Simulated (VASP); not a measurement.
Wanted: the native input for a VASP 6.6.1 run.

| Item | Value |
| --- | --- |
| Task | single point |
| Functional | PBE |
| Potentials or basis | VASP PAW PBE potentials, release 64 (C) |
| Cutoff | 520 eV |
| k mesh | 10 × 10 × 10 |
| Occupations | gaussian, width 0.01 eV |
| Spin | no spin polarisation |
| Dipole correction | no |
| Further INCAR settings | ALGO = Normal; EDIFF = 1e-07; NBANDS = 11 |

The structure of C lies in POSCAR:

```
C
1.0
    0.0000000000      1.7801241411      1.7801241411
    1.7801241411      0.0000000000      1.7801241411
    1.7801241411      1.7801241411      0.0000000000
C
2
Direct
    0.0000000000      0.0000000000      0.0000000000
    0.2500000000      0.2500000000      0.2500000000
```

These files were run (other wordings do the same):

INCAR

```
SYSTEM = C
PREC = Accurate
ENCUT = 520
EDIFF = 1E-7
ISMEAR = 0
SIGMA = 0.01
LREAL = .FALSE.
LASPH = .TRUE.
NELM = 80
ALGO = Normal
ISIF = 2
LWAVE = .FALSE.
LCHARG = .FALSE.
GGA = PE
NBANDS = 11
```

KPOINTS

```
regular mesh
0
G
  10 10 10
  0 0 0
```

Potentials or basis: VASP PAW PBE potentials, release 64 (C).

Command:

```console
$ cat potpaw_PBE.64/C/POTCAR > POTCAR
$ mpirun -np 1 vasp_std > vasp.out
```

Results of the run:

* Pressure: 4.9 GPa
* Band gap on the k mesh: 4.18 eV, indirect (least direct gap 5.60 eV)

Wall time 3.4 s on 1 thread of Intel(R) Xeon(R) 6975P-C (Granite Rapids), with other jobs on the host, peak memory 0.11 GiB.
